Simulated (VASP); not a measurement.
# AlN (P1) in VASP: further runs

Runs on AlN. Level: PBE. Tasks: single point, relaxation of cell and atoms.

Everything below comes from runs of VASP 6.6.1. Logs are shortened: lines on timing, memory, paths and dates and some standing lists are left out, and cuts for length are marked.

## Step 1: The cell of the first run

The typed cell holds 2 atoms: a = 3.114 Å, b = 3.114 Å, c = 3.114 Å, α = 60.00°, β = 60.00°, γ = 60.00°.

## Step 2: Single point, PBE (atoms moved at random)

Contents of INCAR:

```
SYSTEM = AlN
PREC = Accurate
ENCUT = 520
EDIFF = 1E-6
ISMEAR = 0
SIGMA = 0.05
LREAL = .False.
LASPH = .True.
NELM = 60
ALGO = Normal
ISIF = 2
LWAVE = .False.
LCHARG = .False.
GGA = PE
NBANDS = 11
```

Contents of KPOINTS:

```
Automatic mesh
0
Gamma
  8 8 8
  0 0 0
```

Contents of POSCAR:

```
AlN
1.0
    0.0000000000      2.2015871043      2.2015871043
    2.2015871043      0.0000000000      2.2015871043
    2.2015871043      2.2015871043      0.0000000000
Al N
1 1
Direct
    0.0225839943     -0.0128854577     -0.0153813140
    0.7274160057      0.7628854577      0.7653813140
```

Potentials or basis: VASP PAW PBE potentials, release 64 (Al, N).

The run is started by

```console
$ cat potpaw_PBE.64/Al/POTCAR potpaw_PBE.64/N/POTCAR > POTCAR
$ mpirun -np 1 vasp_std > vasp.out
```

OUTCAR:

```text
SYSTEM = AlN
   PREC = Accurate
   ENCUT = 520
   EDIFF = 1E-6
   ISMEAR = 0
   LREAL = .False.
   LASPH = .True.
   NELM = 60
   ISIF = 2
   GGA = PE

 ion  position               nearest neighbor table
   1  0.023  0.987  0.985-   2 1.79   2 1.88   2 1.98   2 1.99
   2  0.727  0.763  0.765-   1 1.79   1 1.88   1 1.98   1 1.99

  LATTYP: Found a face centered cubic cell.
 ALAT       =     4.4031742086

  Lattice vectors:

 A1 = (   0.0000000000,   2.2015871043,   2.2015871043)
 A2 = (   2.2015871043,   0.0000000000,   2.2015871043)
 A3 = (   2.2015871043,   2.2015871043,   0.0000000000)

Analysis of symmetry for initial positions (statically):
=====================================================================
 Subroutine PRICEL returns:
 Original cell was already a primitive cell.

 Routine SETGRP: Setting up the symmetry group for a
 face centered cubic supercell.

 Subroutine GETGRP returns: Found  1 space group operations
 (whereof  1 operations were pure point group operations)
 out of a pool of 48 trial point group operations.

The static configuration has the point symmetry C_1 .

Analysis of symmetry for dynamics (positions and initial velocities):
=====================================================================
 Subroutine PRICEL returns:
 Original cell was already a primitive cell.

 Routine SETGRP: Setting up the symmetry group for a
 face centered cubic supercell.

 Subroutine GETGRP returns: Found  1 space group operations
 (whereof  1 operations were pure point group operations)
 out of a pool of 48 trial point group operations.

The dynamic configuration has the point symmetry C_1 .

 Subroutine INISYM returns: Found  1 space group operations
 (whereof  1 operations are pure point group operations),
 and found     1 'primitive' translations

----------------------------------------------------------------------------------------

                                     Primitive cell

  volume of cell :      21.3421

  direct lattice vectors                    reciprocal lattice vectors
     0.000000000  2.201587104  2.201587104    -0.227108888  0.227108888  0.227108888
     2.201587104  0.000000000  2.201587104     0.227108888 -0.227108888  0.227108888
     2.201587104  2.201587104  0.000000000     0.227108888  0.227108888 -0.227108888

  length of vectors
     3.113514342  3.113514342  3.113514342     0.393364134  0.393364134  0.393364134

  position of ions in fractional coordinates (direct lattice)
     0.022583994  0.987114542  0.984618686
     0.727416006  0.762885458  0.765381314

  ion indices of the primitive-cell ions
   primitive index   ion index
                 1           1
                 2           2

----------------------------------------------------------------------------------------

 KPOINTS: Automatic mesh

Automatic generation of k-mesh.
 Grid dimensions read from file:
 generate k-points for:    8    8    8

 Generating k-lattice:

  Cartesian coordinates                     Fractional coordinates (reciprocal lattice)
    -0.028388611  0.028388611  0.028388611     0.125000000  0.000000000  0.000000000
     0.028388611 -0.028388611  0.028388611     0.000000000  0.125000000  0.000000000
     0.028388611  0.028388611 -0.028388611     0.000000000  0.000000000  0.125000000

  Length of vectors
     0.049170517  0.049170517  0.049170517

  Shift w.r.t. Gamma in fractional coordinates (k-lattice)
     0.000000000  0.000000000  0.000000000

 Subroutine IBZKPT returns following result:
 ===========================================

 Found    260 irreducible k-points:

 Following reciprocal coordinates:
            Coordinates               Weight
  0.000000  0.000000  0.000000      1.000000
  0.125000  0.000000  0.000000      2.000000
  0.000000  0.125000  0.000000      2.000000
  0.000000  0.000000  0.125000      2.000000
  0.125000  0.125000  0.125000      2.000000
  0.250000  0.000000  0.000000      2.000000
[... 16 lines left out ...]
  0.125000  0.000000  0.250000      2.000000
  0.125000  0.125000 -0.125000      2.000000
 [... further k-points ...]
   k-points           NKPTS =    260   k-points in BZ     NKDIM =    260   number of bands    NBANDS=     11
   number of dos      NEDOS =    301   number of ions     NIONS =      2
   total plane-waves  NPLWV =  13824
   dimension x,y,z NGX =    24 NGY =   24 NGZ =   24
   dimension x,y,z NGXF=    48 NGYF=   48 NGZF=   48
   ions per type =               1   1
   NGX,Y,Z   is equivalent  to a cutoff of  12.81, 12.81, 12.81 a.u.
   NGXF,Y,Z  is equivalent  to a cutoff of  25.63, 25.63, 25.63 a.u.
 SYSTEM =  AlN
   PREC   = accura    normal or accurate (medium, high low for compatibility)
   ISTART =      0    job   : 0-new  1-cont  2-samecut
   ICHARG =      2    charge: 1-file 2-atom 10-const
   ISPIN  =      1    spin polarized calculation?
   LNONCOLLINEAR =      F non collinear calculations
   LSORBIT =      F    spin-orbit coupling
   LASPH  =      T    aspherical Exc in radial PAW
   ENCUT  =  520.0 eV  38.22 Ry    6.18 a.u.   5.79  5.79  5.79*2*pi/ulx,y,z
   NELM   =     60;   NELMIN=  2; NELMDL= -5     # of ELM steps
   EDIFF  = 0.1E-05   stopping-criterion for ELM
   LREAL  =      F    real-space projection
   EDIFFG = 0.1E-04   stopping-criterion for IOM
   NSW    =      0    number of steps for IOM
   IBRION =     -1    ionic relax: 0-MD 1-quasi-New 2-CG
   NFREE  =      0    steps in history (QN), initial steepest desc. (CG)
   ISIF   =      2    stress and relaxation
   ISYM   =      2    0-nonsym 1-usesym 2-fastsym
   POTIM  = 0.5000    time-step for ionic-motion
   TEBEG  =    0.0;   TEEND  =   0.0 temperature during run
   PSTRESS=    0.0 pullay stress
   NELECT =       8.0000    total number of electrons
   NUPDOWN=      -1.0000    fix difference up-down
   EMIN   =  10.00;   EMAX   =-10.00  energy-range for DOS
   EFERMI =   0.00;   METHOD = LEGACY
   ISMEAR =     0;   SIGMA  =   0.05  broadening in eV -4-tet -1-fermi 0-gaus
   EFERMI_NEDOS =   21; number of points for ismear=-14 and -15
   IALGO  =     38    algorithm
   IMIX   =      4    mixing-type and parameters
     AMIX     =   0.40;   BMIX     =  1.00
     AMIX_MAG =   1.60;   BMIX_MAG =  1.00
  volume/ion in A,a.u.               =      10.67        72.01
  Fermi-wavevector in a.u.,A,eV,Ry     =   1.180390  2.230614 18.957286  1.393321
  Thomas-Fermi vector in A             =   2.316684
   LORBIT       =      0    0 simple, 1 ext, 2 COOP (PROOUT), +10 PAW based schemes
   GGA     = PE    functional components
   LHFCALC =     F    Hartree Fock is set to
   AEXX    =    0.0000 exact exchange contribution
   IVDW    =     0    specifies the selected vdW correction
   LEPSILON=     F    determine dielectric tensor
   LRPA    =     F    only Hartree local field effects (RPA)
 non-spin polarized calculation
 Gauss-broadening in eV      SIGMA  =   0.05
  energy-cutoff  :      520.00
  volume of cell :       21.34
 maximum number of plane-waves:       588
   NGX = 11   NGY = 11   NGZ = 11

 number of electron       8.0000000 magnetization

 Free energy of the ion-electron system (eV)
  ---------------------------------------------------
  ext. energy  EPLUGINS =         0.00000000
  ---------------------------------------------------
  free energy    TOTEN  =       -14.71150395 eV

  energy without entropy =      -14.71150395  energy(sigma->0) =      -14.71150395

 E-fermi :   6.2612     XC(G=0): -10.8271

 val. band max:        6.0466066795   @ k =   0.0000   0.0000   0.0000
 cond. band min:       9.0322830499   @ k =   0.5000   0.0000   0.5000
 fundamental gap:      2.9856763703
 Fermi energy:         6.2611894348

 k-point     1 :       0.0000    0.0000    0.0000
  band No.  band energies     occupation
      1      -9.1058      2.00000
      2       5.3538      2.00000
      3       5.7950      2.00000
      4       6.0466      2.00000
      5       9.6894      0.00000
      6      18.0230      0.00000
      7      18.0617      0.00000
      8      18.1492      0.00000
      9      23.1175      0.00000
     10      23.1915      0.00000
     11      24.1596      0.00000

 k-point     2 :       0.1250    0.0000    0.0000
  band No.  band energies     occupation
      1      -8.8835      2.00000
      2       4.2889      2.00000
      3       5.6948      2.00000
      4       5.9627      2.00000
      5      10.5583      0.00000
      6      17.4868      0.00000
      7      18.2339      0.00000
      8      18.3826      0.00000
      9      21.4871      0.00000
     10      21.5518      0.00000
     11      23.8515      0.00000

 k-point     3 :       0.0000    0.1250    0.0000
  band No.  band energies     occupation
      1      -8.8868      2.00000
      2       4.6669      2.00000
      3       5.3266      2.00000
      4       5.8298      2.00000
      5      10.6827      0.00000
      6      17.3669      0.00000
      7      18.1656      0.00000
      8      18.3805      0.00000
      9      21.8256      0.00000
     10      21.8595      0.00000
     11      23.3780      0.00000

 k-point     4 :       0.0000    0.0000    0.1250
  band No.  band energies     occupation
      1      -8.8871      2.00000
      2       4.6965      2.00000
      3       5.3249      2.00000
      4       5.7925      2.00000
      5      10.6922      0.00000
      6      17.3798      0.00000
      7      18.1539      0.00000
      8      18.3658      0.00000
      9      21.8467      0.00000
     10      21.8765      0.00000
     11      23.3501      0.00000
[... 239 lines left out ...]
 k-point    22 :       0.0000    0.2500    0.1250
  band No.  band energies     occupation
      1      -8.3385      2.00000
      2       3.1415      2.00000
      3       4.8635      2.00000
      4       5.4678      2.00000
      5      11.9239      0.00000
      6      16.4367      0.00000
      7      17.2177      0.00000
      8      18.6934      0.00000
      9      19.8732      0.00000
     10      23.6158      0.00000
     11      24.6199      0.00000

 k-point    23 :       0.1250    0.0000    0.2500
  band No.  band energies     occupation
      1      -8.3416      2.00000
      2       3.2403      2.00000
      3       4.9231      2.00000
      4       5.2676      2.00000
      5      11.9812      0.00000
      6      16.2720      0.00000
      7      17.3171      0.00000
      8      18.4826      0.00000
      9      20.0865      0.00000
     10      23.9448      0.00000
     11      24.6345      0.00000

 k-point    24 :       0.1250    0.1250   -0.1250
  band No.  band energies     occupation
      1      -8.3404      2.00000
      2       3.1909      2.00000
      3       4.9734      2.00000
      4       5.2871      2.00000
      5      11.9507      0.00000
      6      16.3893      0.00000
      7      17.1779      0.00000
      8      18.6732      0.00000
      9      19.9149      0.00000
     10      23.8323      0.00000
     11      24.6141      0.00000

 [... further k-points ...]

------------------------ aborting loop because EDIFF is reached ----------------------------------------

  FORCE on cell =-STRESS in cart. coord.  units (eV):
  Direction    XX          YY          ZZ          XY          YZ          ZX
  --------------------------------------------------------------------------------------
  -------------------------------------------------------------------------------------
  Total        0.0474225      0.3891504      0.3681497     -0.5158258      1.0914129     -0.4696688
  in kB        3.5600607     29.2139622     27.6374116    -38.7236304     81.9336029    -35.2585709
  external PRESSURE =      20.1371448 kB  Pullay stress =       0.0000000 kB

 VOLUME and BASIS-vectors are now :
 -----------------------------------------------------------------------------
  energy-cutoff  :      520.00
  volume of cell :       21.34
      direct lattice vectors                 reciprocal lattice vectors
     0.000000000  2.201587104  2.201587104    -0.227108888  0.227108888  0.227108888
     2.201587104  0.000000000  2.201587104     0.227108888 -0.227108888  0.227108888
     2.201587104  2.201587104  0.000000000     0.227108888  0.227108888 -0.227108888

 POSITION                                       TOTAL-FORCE (eV/Angst)
 -----------------------------------------------------------------------------------
      4.34094      2.21744      2.22294         1.781086     -0.776896     -0.857147
      3.36461      3.28652      3.28103        -1.781086      0.776896      0.857147
 -----------------------------------------------------------------------------------
    total drift:                               -0.000472      0.000211      0.000183

  FREE ENERGIE OF THE ION-ELECTRON SYSTEM (eV)
  ---------------------------------------------------
  free  energy   TOTEN  =       -14.7115039506 eV

  energy  without entropy=      -14.7115039506  energy(sigma->0) =      -14.71150395
```

It took 20 s on 1 thread of Intel Xeon Platinum 8375C at 2.90GHz (Ice Lake), shared host; peak memory 0.17 GiB.

Results:

- Free energy: -14.7115 eV
- Pressure: 2.0 GPa
- Largest force: 2.124 eV/Å
- Band gap on the k mesh: 2.99 eV, indirect (least direct gap 3.64 eV)

Forces in eV/Å, atoms in the order of the input:
```
Al   1.781 -0.777 -0.857
N   -1.781  0.777  0.857
```

Levels at points of the mesh, in eV from the valence-band top:
| k point | band 1 | band 2 | band 3 | band 4 | band 5 | band 6 | band 7 | band 8 | band 9 |
| --- | --- | --- | --- | --- | --- | --- | --- | --- | --- |
| (0.00, 0.00, 0.00) | -15.15 | -0.69 | -0.25 | 0.00 | 3.64 | 11.98 | 12.02 | 12.10 | 17.07 |
| (0.50, 0.00, 0.00) | -13.15 | -6.21 | -0.75 | -0.51 | 6.73 | 9.22 | 10.66 | 10.91 | 17.26 |
| (0.00, 0.50, 0.00) | -13.20 | -5.96 | -1.11 | -0.64 | 6.85 | 9.40 | 10.50 | 10.86 | 17.20 |
| (0.00, 0.00, 0.50) | -13.20 | -5.94 | -1.11 | -0.67 | 6.87 | 9.42 | 10.49 | 10.84 | 17.19 |
| (0.50, 0.50, 0.50) | -13.17 | -6.10 | -0.97 | -0.51 | 6.77 | 9.31 | 10.50 | 11.00 | 17.22 |
| (0.50, 0.50, 0.00) | -12.57 | -5.15 | -2.10 | -1.96 | 2.99 | 8.06 | 13.22 | 15.17 | 15.21 |
| (0.00, 0.50, 0.50) | -12.57 | -5.13 | -2.29 | -1.84 | 3.01 | 8.16 | 13.22 | 15.10 | 15.16 |
| (0.50, 0.00, 0.50) | -12.57 | -5.15 | -2.08 | -1.98 | 2.99 | 8.06 | 13.22 | 15.17 | 15.22 |

Caveat: the cell differs from its parent crystal (atoms moved at random); forces of over 1 eV/Å act on the atoms, so gaps and moduli don't describe the material at rest. A k mesh can miss the band edges.

## Step 3: Relaxation of cell and atoms, PBE (all atoms moved at random, sigma 0.1 Å a component)

Contents of INCAR:

```
SYSTEM = AlN
PREC = Accurate
ENCUT = 600
EDIFF = 1E-7
ISMEAR = 0
SIGMA = 0.05
LREAL = .False.
LASPH = .True.
NELM = 80
ALGO = Normal
ISIF = 3
LWAVE = .False.
LCHARG = .False.
GGA = PE
IBRION = 2
NSW = 100
EDIFFG = -0.01
```

KPOINTS is that of step 2.

POSCAR is that of step 2.

Potentials or basis: VASP PAW PBE potentials, release 64 (Al, N).

The run is started by

```console
$ cat potpaw_PBE.64/Al/POTCAR potpaw_PBE.64/N/POTCAR > POTCAR
$ mpirun -np 1 vasp_std > vasp.out
```

Wall time 4.2 min (1 thread of Intel Xeon Platinum 8375C at 2.90GHz (Ice Lake), shared host); peak memory 0.2 GiB.

Results (log left out):

```
Free energy                            : -14.8488 eV
Relaxed volume                         : 10.65 Å³/atom
Relaxed cell                           : a = 3.113 Å, b = 3.111 Å, c = 3.111 Å, α = 60.03°, β = 59.97°, γ = 59.98°
Space group after relaxing (to 0.05 Å) : F-43m (No. 216)
Energy gained by relaxing              : 68.0 meV/atom
Ionic steps                            : 10
Pressure after relaxing                : 0.0 GPa
Largest force after relaxing           : 0.005 eV/Å
Band gap on the k mesh                 : 3.30 eV, indirect (least direct gap 4.00 eV)
```

Forces on the atoms (eV/Å):
```
Al  -0.005  0.001  0.001
N    0.005 -0.001 -0.001
```

Stress tensor (GPa, compression positive):
```
 0.11  0.01  0.00
 0.01 -0.06 -0.05
 0.00 -0.05 -0.05
```

Step by step:
| step | energy change (eV) | largest force (eV/Å) | pressure (GPa) | volume (Å³) |
| --- | --- | --- | --- | --- |
| 1 | 0.0000 | 2.1245 | 1.90 | 21.34 |
| 2 | -0.0253 | 1.0421 | -0.88 | 21.71 |
| 3 | -0.1176 | 0.3998 | -2.01 | 21.53 |
| 4 | -0.1323 | 0.1821 | 1.13 | 21.18 |
| 5 | -0.1329 | 0.0858 | 0.54 | 21.24 |
| 6 | -0.1354 | 0.0874 | 0.09 | 21.29 |
| 7 | -0.1357 | 0.0482 | 0.19 | 21.28 |
| 8 | -0.1359 | 0.0210 | -0.13 | 21.31 |
| 9 | -0.1359 | 0.0161 | -0.07 | 21.31 |
| 10 | -0.1359 | 0.0051 | 0.00 | 21.30 |

Final structure:
```
CELL_PARAMETERS angstrom
0.00018 2.20126 2.20113
2.19840 0.00010 2.20092
2.19838 2.20098 0.00014
ATOMIC_POSITIONS crystal
Al 0.99995 0.00003 0.00002
N 0.75005 0.74997 0.74998
```

Levels at points of the mesh, in eV from the valence-band top:
| k point | band 1 | band 2 | band 3 | band 4 | band 5 | band 6 | band 7 | band 8 |
| --- | --- | --- | --- | --- | --- | --- | --- | --- |
| (0.00, 0.00, 0.00) | -14.86 | -0.01 | -0.01 | 0.00 | 4.00 | 12.34 | 12.34 | 12.34 |
| (0.50, 0.00, 0.00) | -12.88 | -5.77 | -0.49 | -0.48 | 7.18 | 9.71 | 11.00 | 11.02 |
| (0.00, 0.50, 0.00) | -12.87 | -5.77 | -0.49 | -0.48 | 7.18 | 9.71 | 10.99 | 11.02 |
| (0.00, 0.00, 0.50) | -12.87 | -5.77 | -0.49 | -0.48 | 7.18 | 9.71 | 10.99 | 11.02 |
| (0.50, 0.50, 0.50) | -12.88 | -5.77 | -0.49 | -0.48 | 7.18 | 9.71 | 11.00 | 11.02 |
| (0.50, 0.50, 0.00) | -12.26 | -4.84 | -1.75 | -1.75 | 3.30 | 8.48 | 13.65 | 15.44 |
| (0.00, 0.50, 0.50) | -12.26 | -4.83 | -1.76 | -1.76 | 3.30 | 8.46 | 13.67 | 15.45 |
| (0.50, 0.00, 0.50) | -12.26 | -4.84 | -1.75 | -1.75 | 3.30 | 8.48 | 13.65 | 15.44 |

Caveat: the cell differs from its parent crystal (all atoms moved at random, sigma 0.1 Å a component).
